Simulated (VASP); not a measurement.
# SnO (P4/nmm) in VASP: notebook

Runs on SnO. Level: r2SCAN. Tasks: single point.

Everything below comes from runs of VASP 6.6.1. Logs are shortened: lines on timing, memory, paths and dates and some standing lists are left out, and cuts for length are marked.

## (1) The cell of the first run

It takes space group P4/nmm (No. 129, tetragonal). Conventional cell: a = 3.802 Å, b = 3.802 Å, c = 4.836 Å, α = 90.00°, β = 90.00°, γ = 90.00°. Within 2.9 Å of Sn (site symmetry 4mm) lie 4 O at 2.22 Å. O (site symmetry -4m2) has 4 Sn at 2.22 Å and 4 O at 2.69 Å within 2.9 Å.

## (2) Single point, r2SCAN

Input file POSCAR:

```
SnO
1.0
    3.8020000000      0.0000000000      0.0000000000
    0.0000000000      3.8020000000      0.0000000000
    0.0000000000      0.0000000000      4.8360000000
Sn O
2 2
Direct
    0.0000000000      0.5000000000      0.2385000000
    0.5000000000      0.0000000000      0.7615000000
    0.0000000000      0.0000000000      0.0000000000
    0.5000000000      0.5000000000      0.0000000000
```

Input file INCAR.step1:

```
SYSTEM = SnO
ALGO     = Normal         ! electronic algorithm
EDIFF    = 1E-4           ! SCF threshold, eV
ENCUT    = 520            ! plane-wave cutoff, eV
GGA      = PE             ! functional
ISMEAR   = 0              ! smearing method
LASPH    = .True.         ! aspherical terms in the spheres
LCHARG   = .False.        ! write CHGCAR
LREAL    = .False.        ! projectors in reciprocal space
LWAVE    = .True.         ! write WAVECAR
NBANDS   = 28             ! bands
NELM     = 80             ! most SCF steps
PREC     = Accurate       ! precision mode
SIGMA    = 0.03           ! smearing width, eV
```

Input file INCAR.step2:

```
SYSTEM = SnO
ALGO     = Normal         ! electronic algorithm
EDIFF    = 1E-6           ! SCF threshold, eV
ENCUT    = 520            ! plane-wave cutoff, eV
ISIF     = 2              ! what is computed and relaxed
ISMEAR   = 0              ! smearing method
ISTART   = 1            
LASPH    = .True.         ! aspherical terms in the spheres
LCHARG   = .False.        ! write CHGCAR
LMIXTAU  = .True.       
LREAL    = .False.        ! projectors in reciprocal space
LWAVE    = .False.        ! write WAVECAR
METAGGA  = R2SCAN         ! meta-GGA
NBANDS   = 28             ! bands
NELM     = 80             ! most SCF steps
PREC     = Accurate       ! precision mode
SIGMA    = 0.03           ! smearing width, eV
```

Input file KPOINTS:

```
k-points
0
Gamma
  10 10 8
  0 0 0
```

Potentials or basis: VASP PAW PBE potentials, release 64 (Sn_d, O).

Command:

```bash
$ cat potpaw_PBE.64/Sn_d/POTCAR potpaw_PBE.64/O/POTCAR > POTCAR
$ cp INCAR.step1 INCAR
$ mpirun -np 1 vasp_std > vasp.out
$ cp INCAR.step2 INCAR
$ mpirun -np 1 vasp_std > vasp.out
```

OUTCAR:

```text
SYSTEM = SnO
   EDIFF = 1E-6
   ENCUT = 520
   ISIF = 2
   ISMEAR = 0
   ISTART = 1
   LASPH = .True.
   LREAL = .False.
   METAGGA = R2SCAN
   NELM = 80
   PREC = Accurate

 ion  position               nearest neighbor table
   1  0.000  0.500  0.239-   3 2.22   4 2.22   3 2.22   4 2.22   2 3.54   2 3.54   2 3.54   2 3.54
                             2 3.69   2 3.69   2 3.69   2 3.69
   2  0.500  0.000  0.761-   3 2.22   4 2.22   4 2.22   3 2.22   1 3.54   1 3.54   1 3.54   1 3.54
                             1 3.69   1 3.69   1 3.69   1 3.69
   3  0.000  0.000  0.000-   1 2.22   2 2.22   1 2.22   2 2.22
   4  0.500  0.500  0.000-   1 2.22   2 2.22   2 2.22   1 2.22

  LATTYP: Found a simple tetragonal cell.
 ALAT       =     3.8020000000
 C/A-ratio  =     1.2719621252

  Lattice vectors:

 A1 = (   3.8020000000,   0.0000000000,   0.0000000000)
 A2 = (   0.0000000000,   3.8020000000,   0.0000000000)
 A3 = (   0.0000000000,   0.0000000000,   4.8360000000)

Analysis of symmetry for initial positions (statically):
=====================================================================
 Subroutine PRICEL returns:
 Original cell was already a primitive cell.

 Routine SETGRP: Setting up the symmetry group for a
 simple tetragonal supercell.

 Subroutine GETGRP returns: Found 16 space group operations
 (whereof  8 operations were pure point group operations)
 out of a pool of 16 trial point group operations.

The static configuration has the point symmetry D_2d.
 The point group associated with its full space group is D_4h.

Analysis of symmetry for dynamics (positions and initial velocities):
=====================================================================
 Subroutine PRICEL returns:
 Original cell was already a primitive cell.

 Routine SETGRP: Setting up the symmetry group for a
 simple tetragonal supercell.

 Subroutine GETGRP returns: Found 16 space group operations
 (whereof  8 operations were pure point group operations)
 out of a pool of 16 trial point group operations.

The dynamic configuration has the point symmetry D_2d.
 The point group associated with its full space group is D_4h.

 Subroutine INISYM returns: Found 16 space group operations
 (whereof  8 operations are pure point group operations),
 and found     1 'primitive' translations

----------------------------------------------------------------------------------------

                                     Primitive cell

  volume of cell :      69.9054

  direct lattice vectors                    reciprocal lattice vectors
     3.802000000  0.000000000  0.000000000     0.263019463  0.000000000  0.000000000
     0.000000000  3.802000000  0.000000000     0.000000000  0.263019463  0.000000000
     0.000000000  0.000000000  4.836000000     0.000000000  0.000000000  0.206782465

  length of vectors
     3.802000000  3.802000000  4.836000000     0.263019463  0.263019463  0.206782465

  position of ions in fractional coordinates (direct lattice)
     0.000000000  0.500000000  0.238500000
     0.500000000  0.000000000  0.761500000
     0.000000000  0.000000000  0.000000000
     0.500000000  0.500000000  0.000000000

  ion indices of the primitive-cell ions
   primitive index   ion index
                 1           1
                 2           2
                 3           3
                 4           4

----------------------------------------------------------------------------------------

 KPOINTS: k-points

Automatic generation of k-mesh.
 Grid dimensions read from file:
 generate k-points for:   10   10    8

 Generating k-lattice:

  Cartesian coordinates                     Fractional coordinates (reciprocal lattice)
     0.026301946  0.000000000  0.000000000     0.100000000  0.000000000  0.000000000
     0.000000000  0.026301946  0.000000000     0.000000000  0.100000000  0.000000000
     0.000000000  0.000000000  0.025847808     0.000000000  0.000000000  0.125000000

  Length of vectors
     0.026301946  0.026301946  0.025847808

  Shift w.r.t. Gamma in fractional coordinates (k-lattice)
     0.000000000  0.000000000  0.000000000

 Subroutine IBZKPT returns following result:
 ===========================================

 Found    105 irreducible k-points:

 Following reciprocal coordinates:
            Coordinates               Weight
  0.000000  0.000000  0.000000      1.000000
  0.100000  0.000000  0.000000      4.000000
  0.200000  0.000000  0.000000      4.000000
  0.300000  0.000000  0.000000      4.000000
  0.400000  0.000000  0.000000      4.000000
  0.500000  0.000000  0.000000      2.000000
[... 16 lines left out ...]
  0.100000  0.000000  0.125000      8.000000
  0.200000  0.000000  0.125000      8.000000
 [... further k-points ...]
   k-points           NKPTS =    105   k-points in BZ     NKDIM =    105   number of bands    NBANDS=     28
   number of dos      NEDOS =    301   number of ions     NIONS =      4
   total plane-waves  NPLWV =  28224
   dimension x,y,z NGX =    28 NGY =   28 NGZ =   36
   dimension x,y,z NGXF=    56 NGYF=   56 NGZF=   72
   ions per type =               2   2
   NGX,Y,Z   is equivalent  to a cutoff of  12.24, 12.24, 12.38 a.u.
   NGXF,Y,Z  is equivalent  to a cutoff of  24.49, 24.49, 24.75 a.u.
 SYSTEM =  SnO
   PREC   = accura    normal or accurate (medium, high low for compatibility)
   ISTART =      1    job   : 0-new  1-cont  2-samecut
   ICHARG =      0    charge: 1-file 2-atom 10-const
   ISPIN  =      1    spin polarized calculation?
   LNONCOLLINEAR =      F non collinear calculations
   LSORBIT =      F    spin-orbit coupling
   LASPH  =      T    aspherical Exc in radial PAW
   ENCUT  =  520.0 eV  38.22 Ry    6.18 a.u.   7.07  7.07  8.99*2*pi/ulx,y,z
   NELM   =     80;   NELMIN=  2; NELMDL=  0     # of ELM steps
   EDIFF  = 0.1E-05   stopping-criterion for ELM
   LREAL  =      F    real-space projection
   EDIFFG = 0.1E-04   stopping-criterion for IOM
   NSW    =      0    number of steps for IOM
   IBRION =     -1    ionic relax: 0-MD 1-quasi-New 2-CG
   NFREE  =      0    steps in history (QN), initial steepest desc. (CG)
   ISIF   =      2    stress and relaxation
   ISYM   =      2    0-nonsym 1-usesym 2-fastsym
   POTIM  = 0.5000    time-step for ionic-motion
   TEBEG  =    0.0;   TEEND  =   0.0 temperature during run
   PSTRESS=    0.0 pullay stress
   NELECT =      40.0000    total number of electrons
   NUPDOWN=      -1.0000    fix difference up-down
   EMIN   =  10.00;   EMAX   =-10.00  energy-range for DOS
   EFERMI =   0.00;   METHOD = LEGACY
   ISMEAR =     0;   SIGMA  =   0.03  broadening in eV -4-tet -1-fermi 0-gaus
   EFERMI_NEDOS =   21; number of points for ismear=-14 and -15
   IALGO  =     38    algorithm
   IMIX   =      4    mixing-type and parameters
     AMIX     =   0.40;   BMIX     =  1.00
     AMIX_MAG =   1.60;   BMIX_MAG =  1.00
  volume/ion in A,a.u.               =      17.48       117.94
  Fermi-wavevector in a.u.,A,eV,Ry     =   1.359121  2.568365 25.132801  1.847209
  Thomas-Fermi vector in A             =   2.485896
   LORBIT       =      0    0 simple, 1 ext, 2 COOP (PROOUT), +10 PAW based schemes
   METAGGA = R2SCAN    functional components
   LHFCALC =     F    Hartree Fock is set to
   AEXX    =    0.0000 exact exchange contribution
   IVDW    =     0    specifies the selected vdW correction
   LEPSILON=     F    determine dielectric tensor
   LRPA    =     F    only Hartree local field effects (RPA)
 non-spin polarized calculation
 Gauss-broadening in eV      SIGMA  =   0.03
  energy-cutoff  :      520.00
  volume of cell :       69.91
 maximum number of plane-waves:      1904
   NGX = 15   NGY = 15   NGZ = 17

 number of electron      39.9999990 magnetization

 Free energy of the ion-electron system (eV)
  ---------------------------------------------------
  ext. energy  EPLUGINS =         0.00000000
  ---------------------------------------------------
  free energy    TOTEN  =       -66.90032521 eV

  energy without entropy =      -66.90032497  energy(sigma->0) =      -66.90032509

 E-fermi :   7.2829     XC(G=0): -10.9510

 val. band max:        7.2143751216   @ k =   0.0000   0.0000   0.0000
 cond. band min:       7.3553981933   @ k =   0.5000   0.5000   0.0000
 fundamental gap:      0.1410230717
 Fermi energy:         7.2829295997

 k-point     1 :       0.0000    0.0000    0.0000
  band No.  band energies     occupation
      1     -15.7757      2.00000
      2     -15.2201      2.00000
      3     -15.2081      2.00000
      4     -15.2081      2.00000
      5     -15.1605      2.00000
      6     -15.1377      2.00000
[... 20 lines left out ...]
     27      14.2155      0.00000
     28      14.8627      0.00000

 k-point     2 :       0.1000    0.0000    0.0000
  band No.  band energies     occupation
      1     -15.7700      2.00000
      2     -15.2222      2.00000
      3     -15.2065      2.00000
      4     -15.2054      2.00000
      5     -15.1788      2.00000
      6     -15.1613      2.00000
[... 20 lines left out ...]
     27      14.4177      0.00000
     28      15.6524      0.00000

 k-point     3 :       0.2000    0.0000    0.0000
  band No.  band energies     occupation
      1     -15.7535      2.00000
      2     -15.3261      2.00000
      3     -15.2014      2.00000
      4     -15.1978      2.00000
      5     -15.1927      2.00000
      6     -15.1633      2.00000
[... 20 lines left out ...]
     27      14.6357      0.00000
     28      17.2996      0.00000

 k-point     4 :       0.3000    0.0000    0.0000
  band No.  band energies     occupation
      1     -15.7272      2.00000
      2     -15.4524      2.00000
      3     -15.1929      2.00000
      4     -15.1871      2.00000
      5     -15.1798      2.00000
      6     -15.1655      2.00000
[... 578 lines left out ...]
     27      14.1791      0.00000
     28      14.9891      0.00000

 k-point    23 :       0.1000    0.0000    0.1250
  band No.  band energies     occupation
      1     -15.7678      2.00000
      2     -15.2268      2.00000
      3     -15.2040      2.00000
      4     -15.2025      2.00000
      5     -15.1800      2.00000
      6     -15.1589      2.00000
[... 20 lines left out ...]
     27      14.4296      0.00000
     28      15.7298      0.00000

 k-point    24 :       0.2000    0.0000    0.1250
  band No.  band energies     occupation
      1     -15.7521      2.00000
      2     -15.3321      2.00000
      3     -15.1982      2.00000
      4     -15.1965      2.00000
      5     -15.1940      2.00000
      6     -15.1597      2.00000
[... 20 lines left out ...]
     27      14.7666      0.00000
     28      17.2865      0.00000

 [... further k-points ...]

------------------------ aborting loop because EDIFF is reached ----------------------------------------

  FORCE on cell =-STRESS in cart. coord.  units (eV):
  Direction    XX          YY          ZZ          XY          YZ          ZX
  --------------------------------------------------------------------------------------
  -------------------------------------------------------------------------------------
  Total        0.3308805      0.3308805      0.2102874      0.0000000      0.0000000      0.0000000
  in kB        7.5835266      7.5835266      4.8196255      0.0000000      0.0000000      0.0000000
  external PRESSURE =       6.6622262 kB  Pullay stress =       0.0000000 kB

 VOLUME and BASIS-vectors are now :
 -----------------------------------------------------------------------------
  energy-cutoff  :      520.00
  volume of cell :       69.91
      direct lattice vectors                 reciprocal lattice vectors
     3.802000000  0.000000000  0.000000000     0.263019463  0.000000000  0.000000000
     0.000000000  3.802000000  0.000000000     0.000000000  0.263019463  0.000000000
     0.000000000  0.000000000  4.836000000     0.000000000  0.000000000  0.206782465

 POSITION                                       TOTAL-FORCE (eV/Angst)
 -----------------------------------------------------------------------------------
      0.00000      1.90100      1.15339         0.000000     -0.000000     -0.017642
      1.90100      0.00000      3.68261         0.000000      0.000000      0.017642
      0.00000      0.00000      0.00000         0.000000      0.000000      0.000000
      1.90100      1.90100      0.00000         0.000000     -0.000000      0.000000
 -----------------------------------------------------------------------------------
    total drift:                                0.000000      0.000000      0.000000

  FREE ENERGIE OF THE ION-ELECTRON SYSTEM (eV)
  ---------------------------------------------------
  free  energy   TOTEN  =       -66.9003252115 eV

  energy  without entropy=      -66.9003249688  energy(sigma->0) =      -66.90032509
```

It took 7.8 min on 1 thread of Intel Xeon 8259CL, shared host; peak memory 0.29 GiB.

What came out:

| Property | Result |
| --- | --- |
| Free energy | -66.9003 eV |
| Pressure | 0.7 GPa |
| Largest force | 0.018 eV/Å |
| Band gap on the k mesh | 0.14 eV (least direct gap 2.29 eV) |

Forces in eV/Å, atoms in the order of the input:
```
Sn   0.000  0.000 -0.018
Sn   0.000  0.000  0.018
O    0.000  0.000  0.000
O    0.000  0.000  0.000
```

Stress tensor (GPa, compression positive):
```
0.76 0.00 0.00
0.00 0.76 0.00
0.00 0.00 0.48
```

Caveat: the PAW data sets were made with another functional, which shifts forces and pressure a little; spin-orbit coupling is left out, which moves the levels of the heavy elements. A k mesh can miss the band edges.

## (3) Single point, r2SCAN

POSCAR is that of step 2.

Input file INCAR.step1:

```
PREC = Accurate
ENCUT = 520
ISMEAR = 0
SIGMA = 0.03
LREAL = False
LASPH = True
NELM = 80
NBANDS = 28
GGA = PE
ALGO = Normal
EDIFF = 1E-4
LWAVE = True
LCHARG = False
```

Input file INCAR.step2:

```
PREC = Accurate
ENCUT = 520
EDIFF = 1E-6
ISMEAR = 0
SIGMA = 0.03
LREAL = False
LASPH = True
NELM = 80
ALGO = Normal
ISIF = 2
LWAVE = False
LCHARG = True
METAGGA = R2SCAN
LMIXTAU = True
LELF = True
LVHAR = True
NBANDS = 28
ISTART = 1
```

Input file KPOINTS:

```
Automatic mesh
0
Gamma
  10 10 8
```

Potentials or basis: VASP PAW PBE potentials, release 64 (Sn_d, O).

Command:

```bash
$ cat potpaw_PBE.64/Sn_d/POTCAR potpaw_PBE.64/O/POTCAR > POTCAR
$ cp INCAR.step1 INCAR
$ mpirun -np 1 vasp_std > vasp.out
$ cp INCAR.step2 INCAR
$ mpirun -np 1 vasp_std > vasp.out
```

Wall time 7.9 min (1 thread of Intel Xeon 8259CL, shared host); peak memory 0.29 GiB.

Results (log left out):

| Quantity | Value |
| --- | --- |
| Free energy | -66.9003 eV |
| Pressure | 0.7 GPa |
| Largest force | 0.018 eV/Å |
| Band gap on the k mesh | 0.14 eV (least direct gap 2.29 eV) |

Forces in eV/Å, atoms in the order of the input:
```
Sn   0.000  0.000 -0.018
Sn   0.000  0.000  0.018
O    0.000  0.000  0.000
O    0.000  0.000  0.000
```

Stress tensor (GPa, compression positive):
```
0.76 0.00 0.00
0.00 0.76 0.00
0.00 0.00 0.48
```

Levels at points of the mesh, in eV from the valence-band top:
| k point | band 18 | band 19 | band 20 | band 21 | band 22 | band 23 |
| --- | --- | --- | --- | --- | --- | --- |
| (0.00, 0.00, 0.00) | -3.59 | -3.59 | 0.00 | 2.42 | 4.63 | 4.82 |
| (0.50, 0.00, 0.00) | -5.28 | -3.01 | -3.01 | 3.46 | 3.46 | 6.16 |
| (0.50, 0.50, 0.00) | -2.91 | -2.15 | -2.15 | 0.14 | 0.14 | 4.73 |
| (0.00, 0.00, 0.50) | -3.60 | -3.09 | -2.58 | 1.99 | 3.07 | 3.07 |
| (0.50, 0.00, 0.50) | -5.25 | -2.04 | -2.04 | 2.78 | 2.78 | 5.65 |
| (0.50, 0.50, 0.50) | -2.94 | -2.91 | -2.91 | 2.42 | 2.42 | 4.38 |

Caveat: the PAW data sets were made with another functional, which shifts forces and pressure a little; spin-orbit coupling is left out, which moves the levels of the heavy elements. A k mesh can miss the band edges.
